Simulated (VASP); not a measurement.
# WS2 (R3m) in VASP: a series of runs, part 2 of 2

VASP 6.6.1.

## 3. Single point, PBEsol (equal strain along all axes, cell held: +4.5 %, then relaxed in part)

Contents of INCAR:

```
SYSTEM = WS2
PREC = Accurate
ENCUT = 520
EDIFF = 1E-6
ISMEAR = 0
SIGMA = 0.02
LREAL = .False.
LASPH = .True.
NELM = 100
ALGO = Normal
ISIF = 2
LWAVE = .False.
LCHARG = .False.
GGA = PS
NBANDS = 49
```

Contents of KPOINTS:

```
Automatic mesh
0
Gamma
  12 12 2
  0 0 0
```

Contents of POSCAR:

```
WS2
1.0
    3.2889061281      0.0000000000      0.0000000000
   -1.6444530640      2.8482762576      0.0000000000
    0.0000000000      0.0000000000     20.0169215407
W S
3 6
Direct
    0.6666666667      0.3333333333      0.3326562234
    0.3333333333      0.6666666667      0.6659895567
    0.0000000000      0.0000000000      0.9993228900
    0.3333333333      0.6666666667      0.2567745222
    0.6666666667      0.3333333333      0.0752025877
    0.0000000000      0.0000000000      0.5901078556
    0.3333333333      0.6666666667      0.4085359210
    0.6666666667      0.3333333333      0.9234411889
    0.0000000000      0.0000000000      0.7418692544
```

Potentials or basis: VASP PAW PBE potentials, release 64 (W_sv, S).

Command:

```sh
> cat potpaw_PBE.64/W_sv/POTCAR potpaw_PBE.64/S/POTCAR > POTCAR
> mpirun -np 1 vasp_std > vasp.out
```

Run time: 6.6 min. Hardware: 1 thread of Oxide Virtual Turin-like, shared host; peak memory 0.4 GiB.

It converged, with:

| Item | Value |
| --- | --- |
| Free energy | -75.2536 eV |
| Pressure | -7.2 GPa |
| Largest force | 0.019 eV/Å |
| Band gap on the k mesh | 0.60 eV |

Forces in eV/Å, atoms in the order of the input:
```
W    0.000  0.000  0.000
W    0.000  0.000  0.000
W    0.000  0.000  0.000
S    0.000  0.000 -0.018
S    0.000  0.000  0.019
S    0.000  0.000 -0.018
S    0.000  0.000  0.019
S    0.000  0.000 -0.018
S    0.000  0.000  0.019
```

Stress tensor (GPa, compression positive):
```
-10.58   0.00   0.00
  0.00 -10.58   0.00
  0.00   0.00  -0.33
```

Levels at points of the mesh, in eV from the valence-band top:
| k point | band 36 | band 37 | band 38 | band 39 | band 40 | band 41 | band 42 | band 43 |
| --- | --- | --- | --- | --- | --- | --- | --- | --- |
| (0.00, 0.00, 0.00) | -1.73 | -0.65 | -0.10 | -0.10 | 1.93 | 1.93 | 1.96 | 1.96 |
| (0.50, 0.00, 0.00) | -2.27 | -1.56 | -1.56 | -1.51 | 1.67 | 1.69 | 1.69 | 2.11 |
| (0.00, 0.00, 0.50) | -2.12 | -0.39 | -0.39 | 0.00 | 1.94 | 1.94 | 1.94 | 1.94 |
| (0.50, 0.00, 0.50) | -2.26 | -1.58 | -1.52 | -1.52 | 1.68 | 1.68 | 1.69 | 2.11 |

Caveat: the cell differs from its parent crystal (equal strain along all axes, cell held: +4.5 %, then relaxed in part); the stress differs along the axes, from -11 to -0 GPa; the PAW data sets were made with another functional, which shifts forces and pressure a little; spin-orbit coupling is left out, which moves the levels of the heavy elements; this functional lacks dispersion, which binds layers or chains, so the pressure and a relaxed spacing across them are unreliable. A k mesh can miss the band edges.

## 4. Single point, PBEsol

This run uses another cell than the first one, of 20.83 Å³/atom.

Contents of INCAR:

```
PREC = Accurate
ENCUT = 520
EDIFF = 1E-7
ISMEAR = 0
SIGMA = 0.02
LREAL = F
LASPH = T
NELM = 60
ALGO = Normal
ISIF = 2
LWAVE = F
LCHARG = F
GGA = PS
NBANDS = 49
```

Contents of KPOINTS:

```
regular mesh
0
Gamma
  12 12 2
```

POSCAR is that of step 3.

Command:

```sh
> cat potpaw_PBE.64/W_sv/POTCAR potpaw_PBE.64/S/POTCAR > POTCAR
> mpirun -np 1 vasp_std > vasp.out
```

Run time: 6.8 min. Hardware: 1 thread of Oxide Virtual Turin-like, shared host; peak memory 0.4 GiB.

Results (log left out):

| Quantity | Value |
| --- | --- |
| Free energy | -75.2536 eV |
| Pressure | -7.2 GPa |
| Largest force | 0.019 eV/Å |
| Band gap on the k mesh | 0.60 eV |

Forces on the atoms (eV/Å):
```
W    0.000  0.000  0.000
W    0.000  0.000  0.000
W    0.000  0.000  0.000
S    0.000  0.000 -0.019
S    0.000  0.000  0.019
S    0.000  0.000 -0.019
S    0.000  0.000  0.019
S    0.000  0.000 -0.019
S    0.000  0.000  0.019
```

Stress tensor (GPa, compression positive):
```
-10.58   0.00   0.00
  0.00 -10.58   0.00
  0.00   0.00  -0.33
```

Levels at points of the mesh, in eV from the valence-band top:
```csv
k point,band 35,band 36,band 37,band 38,band 39,band 40,band 41,band 42,band 43,band 44
"(0.00, 0.00, 0.00)",-2.61,-1.73,-0.65,-0.10,-0.10,1.93,1.93,1.96,1.96,1.96
"(0.50, 0.00, 0.00)",-2.27,-2.27,-1.56,-1.56,-1.51,1.67,1.69,1.69,2.11,2.11
"(0.00, 0.00, 0.50)",-2.12,-2.12,-0.39,-0.39,0.00,1.94,1.94,1.94,1.94,1.96
"(0.50, 0.00, 0.50)",-2.30,-2.26,-1.58,-1.52,-1.52,1.68,1.68,1.69,2.11,2.12
```

Caveat: the stress differs along the axes, from -11 to -0 GPa; the PAW data sets were made with another functional, which shifts forces and pressure a little; spin-orbit coupling is left out, which moves the levels of the heavy elements; this functional lacks dispersion, which binds layers or chains, so the pressure and a relaxed spacing across them are unreliable.

## 5. Single point, PBEsol (strain along c alone, the other axes held: -4.5 %, then relaxed in part)

Contents of INCAR:

```
  PREC = Accurate
  ENCUT = 520
  EDIFF = 1E-6
  ISMEAR = 0
  SIGMA = 0.02
  LREAL = False
  LASPH = True
  NELM = 100
  ALGO = Normal
  ISIF = 2
  LWAVE = False
  LCHARG = False
  GGA = PS
  NBANDS = 49
```

KPOINTS is that of step 4.

Contents of POSCAR:

```
WS2
1.0
    3.1472785917      0.0000000000      0.0000000000
   -1.5736392959      2.7256232132      0.0000000000
    0.0000000000      0.0000000000     18.2929760149
W S
3 6
Direct
    0.6666666667      0.3333333333      0.3326711430
    0.3333333333      0.6666666667      0.6660044763
    0.0000000000      0.0000000000      0.9993378097
    0.3333333333      0.6666666667      0.2471338719
    0.6666666667      0.3333333333      0.0848283184
    0.0000000000      0.0000000000      0.5804672052
    0.3333333333      0.6666666667      0.4181616518
    0.6666666667      0.3333333333      0.9138005386
    0.0000000000      0.0000000000      0.7514949851
```

Command:

```sh
> cat potpaw_PBE.64/W_sv/POTCAR potpaw_PBE.64/S/POTCAR > POTCAR
> mpirun -np 1 vasp_std > vasp.out
```

It took 7.2 min on 1 thread of Oxide Virtual Turin-like, shared host; peak memory 0.35 GiB.

It converged, with:

| Quantity | Value |
| --- | --- |
| Free energy | -75.7970 eV |
| Pressure | 0.8 GPa |
| Largest force | 0.023 eV/Å |
| Band gap on the k mesh | 0.95 eV |

Forces on the atoms (eV/Å):
```
W    0.000  0.000  0.000
W    0.000  0.000  0.000
W    0.000  0.000  0.000
S    0.000  0.000 -0.023
S    0.000  0.000  0.023
S    0.000  0.000 -0.023
S    0.000  0.000  0.023
S    0.000  0.000 -0.023
S    0.000  0.000  0.023
```

Stress tensor (GPa, compression positive):
```
0.52 0.00 0.00
0.00 0.52 0.00
0.00 0.00 1.38
```

Levels at points of the mesh, in eV from the valence-band top:
```
           k point  band 35  band 36  band 37  band 38  band 39  band 40  band 41  band 42  band 43  band 44
(0.00, 0.00, 0.00)    -2.29    -1.49    -1.35    -0.15    -0.15     2.20     2.20     2.27     2.27     2.27
(0.50, 0.00, 0.00)    -1.87    -1.87    -1.73    -1.73    -1.61     2.27     2.30     2.30     2.63     2.63
(0.00, 0.00, 0.50)    -2.28    -2.28    -0.61    -0.61     0.00     2.22     2.22     2.22     2.22     2.30
(0.50, 0.00, 0.50)    -1.99    -1.81    -1.79    -1.64    -1.64     2.28     2.28     2.32     2.56     2.72
```

Caveat: the cell differs from its parent crystal (strain along c alone, the other axes held: -4.5 %, then relaxed in part); the PAW data sets were made with another functional, which shifts forces and pressure a little; spin-orbit coupling is left out, which moves the levels of the heavy elements; this functional lacks dispersion, which binds layers or chains, so the pressure and a relaxed spacing across them are unreliable.

## 6. Single point, PBEsol (strain along c alone, the other axes held: -3.0 %, then relaxed in part)

Contents of INCAR:

```
ALGO = Normal
EDIFF = 1E-6
ENCUT = 520
GGA = PS
ISIF = 2
ISMEAR = 0
LASPH = T
LCHARG = F
LREAL = F
LWAVE = F
NBANDS = 49
NELM = 100
PREC = Accurate
SIGMA = 0.02
```

Contents of KPOINTS:

```
k-points
0
Gamma
  12 12 2
```

Contents of POSCAR:

```
WS2
1.0
    3.1472785917      0.0000000000      0.0000000000
   -1.5736392959      2.7256232132      0.0000000000
    0.0000000000      0.0000000000     18.5803002455
W S
3 6
Direct
    0.6666666667      0.3333333333      0.3326669282
    0.3333333333      0.6666666667      0.6660002616
    0.0000000000      0.0000000000      0.9993335949
    0.3333333333      0.6666666667      0.2483961461
    0.6666666667      0.3333333333      0.0835702590
    0.0000000000      0.0000000000      0.5817294794
    0.3333333333      0.6666666667      0.4169035924
    0.6666666667      0.3333333333      0.9150628127
    0.0000000000      0.0000000000      0.7502369257
```

Potentials or basis: VASP PAW PBE potentials, release 64 (W_sv, S).

Command:

```sh
> cat potpaw_PBE.64/W_sv/POTCAR potpaw_PBE.64/S/POTCAR > POTCAR
> mpirun -np 1 vasp_std > vasp.out
```

Wall time 7.3 min (1 thread of Oxide Virtual Turin-like, shared host); peak memory 0.36 GiB.

Results (log left out):

```
Free energy            : -75.8117 eV
Pressure               : 0.5 GPa
Largest force          : 0.023 eV/Å
Band gap on the k mesh : 1.02 eV
```

Forces on the atoms (eV/Å):
```
W    0.000  0.000  0.000
W    0.000  0.000  0.000
W    0.000  0.000  0.000
S    0.000  0.000 -0.023
S    0.000  0.000  0.023
S    0.000  0.000 -0.023
S    0.000  0.000  0.023
S    0.000  0.000 -0.023
S    0.000  0.000  0.023
```

Stress tensor (GPa, compression positive):
```
0.34 0.00 0.00
0.00 0.34 0.00
0.00 0.00 0.81
```

Levels at points of the mesh, in eV from the valence-band top:
| k point | band 36 | band 37 | band 38 | band 39 | band 40 | band 41 | band 42 | band 43 |
| --- | --- | --- | --- | --- | --- | --- | --- | --- |
| (0.00, 0.00, 0.00) | -1.56 | -1.27 | -0.15 | -0.15 | 2.29 | 2.29 | 2.35 | 2.35 |
| (0.50, 0.00, 0.00) | -1.80 | -1.65 | -1.65 | -1.54 | 2.34 | 2.37 | 2.37 | 2.71 |
| (0.00, 0.00, 0.50) | -2.20 | -0.61 | -0.61 | 0.00 | 2.31 | 2.31 | 2.31 | 2.31 |
| (0.50, 0.00, 0.50) | -1.75 | -1.71 | -1.57 | -1.57 | 2.35 | 2.35 | 2.38 | 2.64 |

Caveat: the cell differs from its parent crystal (strain along c alone, the other axes held: -3.0 %, then relaxed in part); the PAW data sets were made with another functional, which shifts forces and pressure a little; spin-orbit coupling is left out, which moves the levels of the heavy elements; this functional lacks dispersion, which binds layers or chains, so the pressure and a relaxed spacing across them are unreliable. A k mesh can miss the band edges.

## 7. Overview

| cell | gap on the mesh (eV) | pressure (GPa) | largest force (eV/Å) |
| --- | --- | --- | --- |
| a = 3.147, b = 3.147, c = 19.155 Å, angles 90.0, 90.0, 120.0°, 9 atoms, atomic positions A | 1.17 | 0.1 | 0.02 |
| a = 3.289, b = 3.289, c = 20.017 Å, angles 90.0, 90.0, 120.0°, 9 atoms, atomic positions B | 0.60 | -7.2 | 0.02 |
| a = 3.147, b = 3.147, c = 18.293 Å, angles 90.0, 90.0, 120.0°, 9 atoms, atomic positions C | 0.95 | 0.8 | 0.02 |
| a = 3.147, b = 3.147, c = 18.580 Å, angles 90.0, 90.0, 120.0°, 9 atoms, atomic positions D | 1.02 | 0.5 | 0.02 |

Alike in all rows: task single point; level PBEsol; potentials or basis VASP PAW PBE potentials, release 64 (W_sv, S); no spin polarisation; k mesh 12 × 12 × 2; cutoff (eV) 520; smearing gaussian 0.02 eV.

Caveats: the PAW data sets were made with another functional, which shifts forces and pressure a little; spin-orbit coupling is left out, which moves the levels of the heavy elements; this functional lacks dispersion, which binds layers or chains, so the pressure and a relaxed spacing across them are unreliable; the stress differs along the axes, from -11 to -0 GPa (at least some runs).

Total energies depend on the potentials used, so only differences within one code and one set of settings carry meaning.
